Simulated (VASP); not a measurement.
# H3C2N in VASP: single point with PBE

Aim: the single point of H3C2N with PBE.

Program: VASP 6.6.1. These are calculated values, not measurements. Logs are shortened: lines on timing, memory, paths and dates and some standing lists are left out, and cuts for length are marked.

### Step 1. The cell of the first run

The cell holds a disordered packing, 36 atoms: a = 8.312 Å, b = 8.312 Å, c = 8.312 Å, α = 90.00°, β = 90.00°, γ = 90.00°.

### Step 2. Single point, PBE

File INCAR:

```
SYSTEM = H3C2N
PREC = Accurate ; ENCUT = 1000
EDIFF = 1E-6 ; ISMEAR = -1
SIGMA = 0.02 ; LREAL = Auto
LASPH = .TRUE. ; NELM = 120
ALGO = Normal ; ISIF = 2
LWAVE = .FALSE. ; LCHARG = .FALSE.
GGA = PE ; NBANDS = 72
GGA_COMPAT = .FALSE.
```

File KPOINTS:

```
Automatic mesh
0
G
  1 1 1
  0 0 0
```

File POSCAR:

```
H3C2N
1.0
    8.3116590000      0.0000000000      0.0000000000
    0.0000000000      8.3116590000      0.0000000000
    0.0000000000      0.0000000000      8.3116590000
C N H
12 6 18
Direct
    1.0261628996      0.5141545693      0.4332558951
    0.9549745804      0.5804771342      0.2880244471
    0.3967560073      0.9536518366      0.6202724412
    0.2271414204      0.9487590939      0.5811718181
    0.1632602669      0.4400800321      0.8675248623
    0.2945123413      0.3979388063      0.7601119755
    0.8195339793      0.8232884597      0.8032060985
    0.7709244534      0.9702803473      0.8838211893
    0.5294581333      0.5883385709      0.0391734834
    0.4484041794      0.6706440427      0.1698694449
    0.6013424040      0.2332659400      0.3056734342
    0.4312195788      0.2499185006      0.2701822780
    0.8994028413      0.6314267897      0.1699633702
    0.0906489956      0.9433438039      0.5518364525
    0.4016436927      0.3653493992      0.6762228896
    0.7326820234      1.0890728692      0.9470539806
    0.3863846259      0.7353919731      0.2771564828
    0.2963448899      0.2662799360      0.2368615235
    1.1051482621      0.4128402066      0.4001318626
    1.0977757265      0.6076239880      0.4931173018
    0.9312678240      0.4714377035      0.5150206871
    0.4635005479      0.8856563718      0.5286455533
    0.4382531821      1.0789956849      0.6247804325
    0.4165461169      0.9002247501      0.7394850378
    0.1712279995      0.5678950696      0.9012874185
    0.0464649545      0.4190165642      0.8086801932
    0.1692593092      0.3670571650      0.9781465723
    0.8666357585      0.7380303643      0.8928266861
    0.7162721667      0.7686644036      0.7411312716
    0.9121615750      0.8516067040      0.7129215837
    0.6602492445      0.5922808398      0.0600111782
    0.4906459704      0.4623771467      0.0330381927
    0.5026769999      0.6458284857     -0.0767677530
    0.6559732973      0.3531636291      0.3162617055
    0.6192516273      0.1694841403      0.4197666817
    0.6609246248      0.1680856781      0.2070610277
```

Potentials or basis: VASP PAW PBE potentials, release 64 (C_h, N_h, H_h).

Launch:

```
$ cat potpaw_PBE.64/C_h/POTCAR potpaw_PBE.64/N_h/POTCAR potpaw_PBE.64/H_h/POTCAR > POTCAR
$ mpirun -np 1 vasp_gam > vasp.out
```

OUTCAR:

```text
SYSTEM = H3C2N
   PREC = Accurate
   ENCUT = 1000
   EDIFF = 1E-6
   ISMEAR = -1
   LREAL = Auto
   LASPH = .TRUE.
   NELM = 120
   ISIF = 2
   GGA = PE

 ion  position               nearest neighbor table
   1  0.026  0.514  0.433-  20 1.10  21 1.10  19 1.10   2 1.45
   2  0.955  0.580  0.288-  13 1.16   1 1.45
   3  0.397  0.954  0.620-  23 1.10  24 1.10  22 1.10   4 1.45
   4  0.227  0.949  0.581-  14 1.16   3 1.45
   5  0.163  0.440  0.868-  25 1.10  26 1.10  27 1.10   6 1.45
   6  0.295  0.398  0.760-  15 1.16   5 1.45
   7  0.820  0.823  0.803-  29 1.10  28 1.10  30 1.10   8 1.45
   8  0.771  0.970  0.884-  16 1.16   7 1.45
   9  0.529  0.588  0.039-  32 1.10  33 1.10  31 1.10  10 1.45
  10  0.448  0.671  0.170-  17 1.16   9 1.45
  11  0.601  0.233  0.306-  35 1.10  34 1.10  36 1.10  12 1.45
  12  0.431  0.250  0.270-  18 1.16  11 1.45
  13  0.899  0.631  0.170-   2 1.16
  14  0.091  0.943  0.552-   4 1.16
  15  0.402  0.365  0.676-   6 1.16
  16  0.733  0.089  0.947-   8 1.16
  17  0.386  0.735  0.277-  10 1.16
[... 17 lines left out ...]
  35  0.619  0.169  0.420-  11 1.10
  36  0.661  0.168  0.207-  11 1.10

  LATTYP: Found a simple cubic cell.
 ALAT       =     8.3116590000

  Lattice vectors:

 A1 = (   8.3116590000,   0.0000000000,   0.0000000000)
 A2 = (   0.0000000000,   8.3116590000,   0.0000000000)
 A3 = (   0.0000000000,   0.0000000000,   8.3116590000)

Analysis of symmetry for initial positions (statically):
=====================================================================
 Subroutine PRICEL returns:
 Original cell was already a primitive cell.

 Routine SETGRP: Setting up the symmetry group for a
 simple cubic supercell.

 Subroutine GETGRP returns: Found  1 space group operations
 (whereof  1 operations were pure point group operations)
 out of a pool of 48 trial point group operations.

The static configuration has the point symmetry C_1 .

Analysis of symmetry for dynamics (positions and initial velocities):
=====================================================================
 Subroutine PRICEL returns:
 Original cell was already a primitive cell.

 Routine SETGRP: Setting up the symmetry group for a
 simple cubic supercell.

 Subroutine GETGRP returns: Found  1 space group operations
 (whereof  1 operations were pure point group operations)
 out of a pool of 48 trial point group operations.
[... 146 lines left out ...]
   LREAL  =      T    real-space projection
   EDIFFG = 0.1E-04   stopping-criterion for IOM
   NSW    =      0    number of steps for IOM
   IBRION =     -1    ionic relax: 0-MD 1-quasi-New 2-CG
   NFREE  =      0    steps in history (QN), initial steepest desc. (CG)
   ISIF   =      2    stress and relaxation
   ISYM   =      2    0-nonsym 1-usesym 2-fastsym
   POTIM  = 0.5000    time-step for ionic-motion
   TEBEG  =    0.0;   TEEND  =   0.0 temperature during run
   PSTRESS=    0.0 pullay stress
   NELECT =      96.0000    total number of electrons
   NUPDOWN=      -1.0000    fix difference up-down
   EMIN   =  10.00;   EMAX   =-10.00  energy-range for DOS
   EFERMI =   0.00;   METHOD = LEGACY
   ISMEAR =    -1;   SIGMA  =   0.02  broadening in eV -4-tet -1-fermi 0-gaus
   EFERMI_NEDOS =   21; number of points for ismear=-14 and -15
   IALGO  =     38    algorithm
   IMIX   =      4    mixing-type and parameters
     AMIX     =   0.40;   BMIX     =  1.00
     AMIX_MAG =   1.60;   BMIX_MAG =  1.00
  volume/ion in A,a.u.               =      15.95       107.64
  Fermi-wavevector in a.u.,A,eV,Ry     =   0.901871  1.704288 11.066577  0.813370
  Thomas-Fermi vector in A             =   2.025004
   LORBIT       =      0    0 simple, 1 ext, 2 COOP (PROOUT), +10 PAW based schemes
   GGA     = PE    functional components
   LHFCALC =     F    Hartree Fock is set to
   AEXX    =    0.0000 exact exchange contribution
   IVDW    =     0    specifies the selected vdW correction
   LEPSILON=     F    determine dielectric tensor
   LRPA    =     F    only Hartree local field effects (RPA)
 non-spin polarized calculation
  energy-cutoff  :     1000.00
  volume of cell :      574.20
 maximum number of plane-waves:     20674
 NGX is ok and might be reduce to    90
   NGX = 43   NGY = 43   NGZ = 43

 number of electron      96.0000000 magnetization

 Free energy of the ion-electron system (eV)
  ---------------------------------------------------
  ext. energy  EPLUGINS =         0.00000000
  ---------------------------------------------------
  free energy    TOTEN  =      -221.79937588 eV

  energy without entropy =     -221.79937588  energy(sigma->0) =     -221.79937588

 E-fermi :  -4.2443     XC(G=0):  -5.8698

 val. band max:       -4.7865548694   @ k =   0.0000   0.0000   0.0000
 cond. band min:       1.5022170898   @ k =   0.0000   0.0000   0.0000
 fundamental gap:      6.2887719592
 Fermi energy:        -4.2443027478

 k-point     1 :       0.0000    0.0000    0.0000
  band No.  band energies     occupation
      1     -19.8024      2.00000
      2     -19.6882      2.00000
      3     -19.5810      2.00000
      4     -19.5460      2.00000
      5     -19.5322      2.00000
      6     -19.5092      2.00000
[... 52 lines left out ...]
     59       2.7892      0.00000
     60       2.9289      0.00000
 [bands above 60 left out]

------------------------ aborting loop because EDIFF is reached ----------------------------------------

  FORCE on cell =-STRESS in cart. coord.  units (eV):
  Direction    XX          YY          ZZ          XY          YZ          ZX
  --------------------------------------------------------------------------------------
  -------------------------------------------------------------------------------------
  Total        0.8039668      0.1107038     -0.1043162      0.2972122     -0.2106029     -0.1624476
  in kB        2.2432905      0.3088944     -0.2910712      0.8293045     -0.5876406     -0.4532740
  external PRESSURE =       0.7537046 kB  Pullay stress =       0.0000000 kB

 VOLUME and BASIS-vectors are now :
 -----------------------------------------------------------------------------
  energy-cutoff  :     1000.00
  volume of cell :      574.20
      direct lattice vectors                 reciprocal lattice vectors
     8.311659000  0.000000000  0.000000000     0.120312924  0.000000000  0.000000000
     0.000000000  8.311659000  0.000000000     0.000000000  0.120312924  0.000000000
     0.000000000  0.000000000  8.311659000     0.000000000  0.000000000  0.120312924

 POSITION                                       TOTAL-FORCE (eV/Angst)
 -----------------------------------------------------------------------------------
      0.21746      4.27348      3.60108        -0.029303      0.001063     -0.144420
      7.93742      4.82473      2.39396        -0.011362      0.037988     -0.112849
      3.29770      7.92643      5.15549         0.010833      0.001716     -0.000874
      1.88792      7.88576      4.83050         0.022169      0.002002      0.031858
      1.35696      3.65780      7.21057        -0.054464     -0.029875      0.003971
      2.44789      3.30753      6.31779        -0.019386      0.002012      0.015826
[... 28 lines left out ...]
      5.14701      1.40869      3.48896        -0.007342      0.000615     -0.024136
      5.49338      1.39707      1.72102        -0.004543      0.007764      0.017079
 -----------------------------------------------------------------------------------
    total drift:                               -0.001882      0.000601      0.001331

  FREE ENERGIE OF THE ION-ELECTRON SYSTEM (eV)
  ---------------------------------------------------
  free  energy   TOTEN  =      -221.7993758797 eV

  energy  without entropy=     -221.7993758797  energy(sigma->0) =     -221.79937588
```

OSZICAR:

```text
N       E                     dE             d eps       ncg     rms          rms(c)
DAV:   1     0.100541889818E+04    0.10054E+04   -0.61934E+04   144   0.192E+03
DAV:   2    -0.297727229879E+02   -0.10352E+04   -0.95872E+03   208   0.314E+02
DAV:   3    -0.235329224616E+03   -0.20556E+03   -0.20387E+03   192   0.145E+02
DAV:   4    -0.244228098054E+03   -0.88989E+01   -0.88383E+01   184   0.339E+01
DAV:   5    -0.244621958938E+03   -0.39386E+00   -0.39359E+00   208   0.667E+00    0.249E+01
DAV:   6    -0.225588044488E+03    0.19034E+02   -0.36430E+01   176   0.181E+01    0.119E+01
DAV:   7    -0.222324699909E+03    0.32633E+01   -0.71464E+00   176   0.905E+00    0.533E+00
DAV:   8    -0.221834833635E+03    0.48987E+00   -0.15334E+00   192   0.430E+00    0.222E+00
DAV:   9    -0.221795289866E+03    0.39544E-01   -0.23430E-01   184   0.179E+00    0.632E-01
DAV:  10    -0.221798211442E+03   -0.29216E-02   -0.32457E-02   168   0.798E-01    0.241E-01
DAV:  11    -0.221799533131E+03   -0.13217E-02   -0.80658E-03   160   0.385E-01    0.102E-01
DAV:  12    -0.221799575222E+03   -0.42091E-04   -0.16387E-03   168   0.215E-01    0.403E-02
DAV:  13    -0.221799441038E+03    0.13418E-03   -0.63447E-04   192   0.120E-01    0.291E-02
DAV:  14    -0.221799398750E+03    0.42289E-04   -0.16045E-04   160   0.524E-02    0.160E-02
DAV:  15    -0.221799380755E+03    0.17994E-04   -0.53953E-05   168   0.333E-02    0.771E-03
DAV:  16    -0.221799377899E+03    0.28567E-05   -0.10809E-05   208   0.176E-02    0.335E-03
DAV:  17    -0.221799376417E+03    0.14818E-05   -0.28985E-06   136   0.100E-02    0.208E-03
DAV:  18    -0.221799375880E+03    0.53732E-06   -0.11079E-06   120   0.528E-03
   1 F= -.22179938E+03 E0= -.22179938E+03  d E =-.192834E-11
```

stdout:

```text
POSCAR found type information on POSCAR C N H
 POSCAR found :  3 types and      36 ions
 scaLAPACK will be used
 LDA part: xc-table for (Slater+PW92), standard interpolation
 POSCAR, INCAR and KPOINTS ok, starting setup
 FFT: planning ... GRIDC
 FFT: planning ... GRID_SOFT
 FFT: planning ... GRID
 WAVECAR not read
 entering main loop
```

It took 3.4 min on 1 thread of Intel Xeon Platinum 8375C at 2.90GHz (Ice Lake), shared host; peak memory 1.2 GiB.

Results:

```yaml
Free_energy: -221.7994 eV
Pressure: 0.1 GPa
Largest_force: 0.298 eV/Å
Band_gap_on_the_k_mesh: 6.29 eV
```

Forces on the atoms (eV/Å):
```
C   -0.029  0.001 -0.144
C   -0.011  0.038 -0.113
C    0.011  0.002 -0.001
C    0.022  0.002  0.032
C   -0.054 -0.030  0.004
C   -0.019  0.002  0.016
C   -0.030  0.025  0.055
C   -0.009 -0.013 -0.039
C    0.011  0.052  0.006
C    0.021  0.003  0.009
C   -0.036  0.005 -0.003
C    0.035 -0.005 -0.009
N    0.145 -0.144  0.216
N   -0.024  0.005 -0.017
N   -0.060  0.017  0.030
N   -0.005 -0.039 -0.019
N    0.027 -0.019 -0.020
N    0.037 -0.011 -0.008
H   -0.044  0.075  0.030
H   -0.008 -0.005 -0.033
H    0.036  0.023 -0.052
H   -0.014  0.007  0.003
H   -0.007  0.010  0.000
H    0.001  0.008 -0.013
H   -0.039 -0.092 -0.006
H    0.099 -0.017  0.074
H    0.000  0.049 -0.066
H   -0.014  0.040 -0.020
H    0.035  0.010  0.034
H   -0.006  0.000  0.016
H   -0.042  0.008 -0.013
H    0.006  0.013  0.001
H   -0.006 -0.005  0.048
H   -0.015 -0.022  0.008
H   -0.007  0.001 -0.024
H   -0.005  0.008  0.017
```

Caveat: the k points lie up to 0.76 Å⁻¹ apart.
